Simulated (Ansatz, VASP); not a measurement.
Two plane-wave programs on Al3N

```xyz
4
Lattice="2.9437 0.0000 0.0000 -1.4718 2.5493 0.0000 0.0000 0.0000 6.8012" Properties=species:S:1:pos:R:3 pbc="T T T"
Al    1.4718    0.8498    4.6141
Al    0.0000    1.6995    2.1871
Al    0.0000    0.0000    0.0000
N     0.0000    0.0000    3.4006
```

Alike in both runs: functional PBE; k mesh 7 × 7 × 3; occupations gaussian, width 0.2 eV; no spin polarisation.

Ansatz relaxed the structure, and its values are those at the end. VASP's run is a single point on that final structure, the one shown.

```csv
,VASP,Ansatz
version,VASP 6.6.1,Ansatz 0.2.0
potentials or method,"VASP PAW PBE potentials, release 64 (Al, N), cutoff 600 eV","scalar-relativistic, plane waves, PAW"
valence electrons in the cell,14,14
```

|  | VASP | Ansatz | Ansatz less VASP |
| --- | --- | --- | --- |
| gap on the k mesh at the Fermi level (eV) | none | none | - |
| pressure (GPa) | -0.7 | -0.5 | +0.18 |
| rms of the force components (eV/Å) | 0.013 | 0.008 | -0.0056 |

A gap of «none» marks a metal or a gap that the smearing closes. The functional is the same, so the differences come from potentials, cutoffs and numerics.
